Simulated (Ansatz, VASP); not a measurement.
**Two plane-wave programs on Pd**

```
Pd
1.0
     0.00000    1.94650    1.94650
     1.94650    0.00000    1.94650
     1.94650    1.94650    0.00000
Pd
1
Direct
  0.00000 0.00000 0.00000
```

Alike in both runs: task relaxation of cell and atoms; functional PBEsol; k mesh 18 × 18 × 18; occupations gaussian, width 0.1 eV; no spin polarisation.

|  | VASP | Ansatz |
| --- | --- | --- |
| version | VASP 6.6.1 | Ansatz 0.2.0 |
| potentials or method | VASP PAW PBE potentials, release 64 (Pd), cutoff 500 eV | scalar-relativistic, plane waves, PAW |
| valence electrons in the cell | 10 | 18 |

VASP gave:

* gap on the k mesh at the Fermi level, each at its own relaxed structure (eV): none
* relaxed volume (Å³/atom): 14.53
* relaxed cell length with the largest relative difference (Å): 2.739

Q: What did Ansatz give for the same quantities?

A: gap on the k mesh at the Fermi level, each at its own relaxed structure (eV): none; relaxed volume (Å³/atom): 14.55; relaxed cell length with the largest relative difference (Å): 2.740.

VASP's potentials were made for PBE, not for PBEsol. A gap of «none» marks a metal or a gap that the smearing closes. VASP's potentials hold 10 valence electrons a cell and Ansatz's 18, so a difference there can come from the potentials and not from the codes.
